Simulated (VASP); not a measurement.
Here is a VASP 6.6.1 calculation.

File INCAR:

```
SYSTEM = LiTaBe2N3
  ALGO = Normal
  EDIFF = 1E-6
  ENCUT = 750
  GGA = PE
  GGA_COMPAT = .FALSE.
  ISIF = 2
  ISMEAR = 0
  LASPH = .TRUE.
  LCHARG = .FALSE.
  LREAL = .FALSE.
  LWAVE = .FALSE.
  NBANDS = 26
  NELM = 120
  PREC = Accurate
  SIGMA = 0.15
```

The input KPOINTS:

```
k-points
0
G
  3 3 3
  0 0 0
```

File POSCAR:

```
LiTaBe2N3
1.0
    0.0000000000      3.2649011356      5.1941423208
    2.0242710601      0.0000000000      5.1941423208
    2.0242710601      3.2649011356      0.0000000000
Li Ta Be N
1 1 2 3
Direct
    0.2278653681      0.2278653681      0.7721346319
    0.5567348828      0.5567348828      0.4432651172
    0.8947444785      0.8947444785      0.6052555215
    0.3947444785      0.3947444785      0.1052555215
    0.8498856580      0.1747260645      0.8252739355
    0.1747260645      0.8498856580      0.1501143420
    0.7402798097      0.7402798097      0.2597201903
```

Potentials or basis: VASP PAW PBE potentials, release 64 (Li_sv, Ta_pv, Be, N).

Command:

```bash
$ cat potpaw_PBE.64/Li_sv/POTCAR potpaw_PBE.64/Ta_pv/POTCAR potpaw_PBE.64/Be/POTCAR potpaw_PBE.64/N/POTCAR > POTCAR
$ mpirun -np 1 vasp_std > vasp.out
```

What does it give for the pressure?

0.4 GPa.

Estimate the band gap on the k mesh.

zero (an odd number of electrons rules out a gap without spin polarisation).

Forces on the atoms (eV/Å):
```
Li   0.000  0.000 -0.005
Ta   0.000  0.000 -0.126
Be   0.000  0.000 -0.042
Be   0.000  0.000 -0.042
N    0.000  0.030  0.043
N    0.000 -0.030  0.043
N    0.000  0.000  0.129
```

Caveat: the k points lie up to 0.64 Å⁻¹ apart, too coarse for converged energies and pressures of a metal; spin-orbit coupling is left out, which moves the levels of the heavy elements.
